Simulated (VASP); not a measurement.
Input of a VASP 6.6.1 run:

File INCAR:

```
  PREC = Accurate
  ENCUT = 520
  EDIFF = 1E-7
  ISMEAR = 0
  SIGMA = 0.01
  LREAL = False
  LASPH = True
  NELM = 60
  ALGO = Normal
  ISIF = 2
  LWAVE = False
  LCHARG = True
  LELF = True
  LVHAR = True
  NBANDS = 28
```

Contents of KPOINTS:

```
Automatic mesh
0
Gamma
  6 6 6
```

Contents of POSCAR:

```
PbS
1.0
    2.0799526900     -5.9912968600      0.0000000000
    2.0799526900      5.9912968600      0.0000000000
    0.0000000000      0.0000000000      4.2793209400
Pb S
2 2
Direct
    0.8694366506      0.1305633494      0.7499999988
    0.1305633494      0.8694366506      0.2499999988
    0.6452029102      0.3547970898      0.7499999988
    0.3547970898      0.6452029102      0.2499999988
```

Potentials or basis: VASP PAW LDA potentials, release 64 (Pb_d, S).

Launch:

```bash
$ cat potpaw_LDA.64/Pb_d/POTCAR potpaw_LDA.64/S/POTCAR > POTCAR
$ mpirun -np 1 vasp_std > vasp.out
```

**Question.** What does it give for the band gap on the k mesh?

**Answer.** 1.07 eV (least direct gap 1.28 eV).

**Question.** What does it give for the largest force?

**Answer.** 0.101 eV/Å.

**Question.** Predict the pressure.

**Answer.** -3.5 GPa.

Stress tensor (GPa, compression positive):
```
-3.58  0.00  0.00
 0.00 -3.04  0.00
 0.00  0.00 -3.84
```

Caveat: the cell stands under tension; spin-orbit coupling is left out, which moves the levels of the heavy elements. A k mesh can miss the band edges.
